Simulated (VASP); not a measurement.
A run of VASP 6.6.1 is set up as follows.

File INCAR:

```
ALGO = Normal ; EDIFF = 1E-6
ENCUT = 500 ; GGA = PS
GGA_COMPAT = F ; ISIF = 2
ISMEAR = -1 ; LASPH = T
LCHARG = F ; LREAL = F
LWAVE = F ; NBANDS = 14
NELM = 120 ; PREC = Accurate
SIGMA = 0.1
```

File KPOINTS:

```
k-points
0
Gamma
  9 9 9
```

File POSCAR:

```
AlAu
1.0
    3.2239420000      0.0000000000      0.0000000000
    0.0000000000      3.2239420000      0.0000000000
    0.0000000000      0.0000000000      3.2239420000
Al Au
1 1
Direct
    0.0000000000      0.0000000000      0.0000000000
    0.5000000000      0.5000000000      0.5000000000
```

Potentials or basis: VASP PAW PBE potentials, release 64 (Al, Au).

Launch:

```console
$ cat potpaw_PBE.64/Al/POTCAR potpaw_PBE.64/Au/POTCAR > POTCAR
$ mpirun -np 1 vasp_std > vasp.out
```

(1) Predict the pressure.

(2) Estimate the band gap on the k mesh.

Results:

(1) -5.3 GPa.

(2) zero (band 7 reaches 12.28 eV, above the bottom of band 8 at 8.62 eV).

Caveat: the PAW data sets were made with another functional, which shifts forces and pressure a little; spin-orbit coupling is left out, which moves the levels of the heavy elements.
